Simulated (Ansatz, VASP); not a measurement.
One calculation of BiP, two programs

File POSCAR:

```
BiP
1.0
    3.5737580947      0.0000000000      0.0000000000
    0.0000000000      3.5737580947      0.0000000000
    0.0000000000      0.0000000000      3.5737580947
Bi P
1 1
Direct
    0.0000000000      0.0000000000      0.0000000000
    0.5000000000      0.5000000000      0.5000000000
```

File INCAR.step1:

```
  ALGO = Normal
  EDIFF = 1E-4
  ENCUT = 520
  GGA = PE
  ISMEAR = 1
  LASPH = True
  LCHARG = False
  LREAL = False
  LWAVE = True
  NBANDS = 17
  NELM = 60
  PREC = Accurate
  SIGMA = 0.001
```

The input INCAR.step2:

```
  ALGO = Normal
  EDIFF = 1E-6
  ENCUT = 520
  ISIF = 2
  ISMEAR = 1
  ISTART = 1
  LASPH = True
  LCHARG = False
  LMIXTAU = True
  LREAL = False
  LWAVE = False
  METAGGA = R2SCAN
  NBANDS = 17
  NELM = 60
  PREC = Accurate
  SIGMA = 0.001
```

Contents of KPOINTS:

```
k-points
0
Gamma
  10 10 10
```

Input for Ansatz:

```yaml
crystal:
  lattice:
    - [3.5737580947, 0.0, 0.0]
    - [0.0, 3.5737580947, 0.0]
    - [0.0, 0.0, 3.5737580947]
  atoms:
    - { symbol: Bi, position: [0.0, 0.0, 0.0] }
    - { symbol: P, position: [0.5, 0.5, 0.5] }
basis:
  ecutwfc: 500
  ecutrho_ratio: 4
kpoints:
  mp_grid: { grid: [10, 10, 10] }
hamiltonian:
  xc: r2scan
scf:
  occupations: { method: methfessel_paxton, width: 0.001 }
output:
  forces: true
  stress: true
```

Alike in both runs: task single point; functional r2SCAN; k mesh 10 × 10 × 10; occupations methfessel-paxton of order 1, width 0.001 eV; no spin polarisation.

|  | VASP | Ansatz |
| --- | --- | --- |
| version | VASP 6.6.1 | Ansatz 0.2.0 |
| potentials or method | VASP PAW PBE potentials, release 64 (Bi_d, P), cutoff 520 eV | scalar-relativistic, plane waves, PAW |
| valence electrons in the cell | 20 | 20 |

|  | VASP | Ansatz | Ansatz less VASP |
| --- | --- | --- | --- |
| pressure (GPa) | 0.0 | 0.0 | -0.02 |

VASP's potentials were made for PBE, not for r2SCAN.

Spin-orbit coupling is off throughout.
